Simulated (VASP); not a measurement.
Wanted: the native input for a VASP 6.6.1 run.

```
Task                   : single point
Functional             : PBEsol
Potentials or basis    : VASP PAW PBE potentials, release 64 (Bi_d, Te)
Cutoff                 : 520 eV
k mesh                 : 8 × 8 × 8
Occupations            : gaussian, width 0.05 eV
Spin                   : no spin polarisation
Dipole correction      : no
Further INCAR settings : ALGO = Normal; EDIFF = 1e-07; NBANDS = 18
```

The structure of BiTe lies in POSCAR:

```
BiTe
1.0
    0.0000000000      3.5607539698      3.5607539698
    3.5607539698      0.0000000000      3.5607539698
    3.5607539698      3.5607539698      0.0000000000
Bi Te
1 1
Direct
    0.0000000000      0.0000000000      0.0000000000
    0.2500000000      0.2500000000      0.2500000000
```

One way to write it, as run:

INCAR

```
SYSTEM = BiTe
PREC     = Accurate       ! precision mode
ENCUT    = 520            ! plane-wave cutoff, eV
EDIFF    = 1E-7           ! SCF threshold, eV
ISMEAR   = 0              ! smearing method
SIGMA    = 0.05           ! smearing width, eV
LREAL    = .False.        ! projectors in reciprocal space
LASPH    = .True.         ! aspherical terms in the spheres
NELM     = 60             ! most SCF steps
ALGO     = Normal         ! electronic algorithm
ISIF     = 2              ! what is computed and relaxed
LWAVE    = .False.        ! write WAVECAR
LCHARG   = .True.         ! write CHGCAR
GGA      = PS             ! functional
LELF     = .True.         ! ELF
LVHAR    = .True.       
NBANDS   = 18             ! bands
```

KPOINTS

```
Automatic mesh
0
Gamma
  8 8 8
  0 0 0
```

Potentials or basis: VASP PAW PBE potentials, release 64 (Bi_d, Te).

Command:

```console
$ cat potpaw_PBE.64/Bi_d/POTCAR potpaw_PBE.64/Te/POTCAR > POTCAR
$ mpirun -np 1 vasp_std > vasp.out
```

Results of the run:

```json
{
 "Pressure": "0.0 GPa"
}
```

Caveat: the PAW data sets were made with another functional, which shifts forces and pressure a little.

Run time: 59 s on 1 thread of Intel(R) Xeon(R) Platinum 8488C (Sapphire Rapids) (shared host), peak memory 0.26 GiB.
